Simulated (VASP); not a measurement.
Runs of VASP 6.6.1 on Al2Cu. The structure is that of space group P4/mmm (No. 123), or close to it. The cells are those of the table. 

```csv
level,potentials or basis,cell,k mesh,cutoff (eV),smearing,dipole correction,tolerance level,purpose,start,gap on the mesh (eV),pressure (GPa)
LDA,"VASP PAW LDA potentials, release 64 (Cu, Al)","a = 4.021, b = 4.021, c = 2.832 Å, 3 atoms",7 × 7 × 9,520,fermi-dirac 0.05 eV,no,-,-,-,none,0.9
r2SCAN,"VASP PAW PBE potentials, release 64 (Cu, Al)","a = 4.105, b = 4.105, c = 2.891 Å, 3 atoms",7 × 7 × 9,520,fermi-dirac 0.05 eV,no,-,-,-,none,-2.3
r2SCAN,"VASP PAW PBE potentials, release 64 (Cu, Al)","a = 4.132, b = 4.132, c = 2.910 Å, 3 atoms",7 × 7 × 9,520,fermi-dirac 0.05 eV,no,-,-,-,none,(b)
LDA,"VASP PAW LDA potentials, release 64 (Cu, Al)","a = 4.050, b = 4.050, c = 2.852 Å, 3 atoms",7 × 7 × 9,520,fermi-dirac 0.05 eV,no,-,-,-,none,-1.3
LDA,"VASP PAW LDA potentials, release 64 (Cu, Al)","a = 4.186, b = 4.186, c = 2.948 Å, 3 atoms",7 × 7 × 9,520,fermi-dirac 0.05 eV,no,-,-,-,none,-8.9
r2SCAN,"VASP PAW PBE potentials, release 64 (Cu, Al)","a = 4.078, b = 4.078, c = 2.872 Å, 3 atoms",7 × 7 × 9,520,fermi-dirac 0.05 eV,no,-,-,-,none,-0.3
r2SCAN,"VASP PAW PBE potentials, release 64 (Cu, Al)","a = 4.050, b = 4.050, c = 2.852 Å, 3 atoms",7 × 7 × 9,520,fermi-dirac 0.05 eV,no,-,-,-,none,(c)
r2SCAN,"VASP PAW PBE potentials, release 64 (Cu, Al)","a = 4.159, b = 4.159, c = 2.929 Å, 3 atoms",7 × 7 × 9,520,fermi-dirac 0.05 eV,no,-,-,-,none,(a)
PBEsol,"VASP PAW PBE potentials, release 64 (Cu, Al)","a = 4.105, b = 4.105, c = 2.891 Å, 3 atoms",8 × 8 × 11,400,methfessel-paxton 0.1 eV,-,tight,restart,from scratch,none,-2.4
r2SCAN,"VASP PAW PBE potentials, release 64 (Cu, Al)","a = 4.186, b = 4.186, c = 2.948 Å, 3 atoms",7 × 7 × 9,520,fermi-dirac 0.05 eV,no,-,-,-,none,-6.8
r2SCAN,"VASP PAW PBE potentials, release 64 (Cu, Al)","a = 4.021, b = 4.021, c = 2.832 Å, 3 atoms",7 × 7 × 9,520,fermi-dirac 0.05 eV,no,-,-,-,none,4.2
LDA,"VASP PAW LDA potentials, release 64 (Cu, Al)","a = 4.159, b = 4.159, c = 2.929 Å, 3 atoms",7 × 7 × 9,520,fermi-dirac 0.05 eV,no,-,-,-,none,-7.7
```

Alike in all rows: task single point; no spin polarisation.

Task: Estimate the missing entries.

Result: (a) -5.5; (b) -4.0; (c) 1.8.

Caveats: the PAW data sets were made with another functional, which shifts forces and pressure a little (at least some runs); the cell stands under tension (at least some runs); the cell stands under pressure (at least some runs).

A gap of «none» marks levels without a gap at the run's occupations.
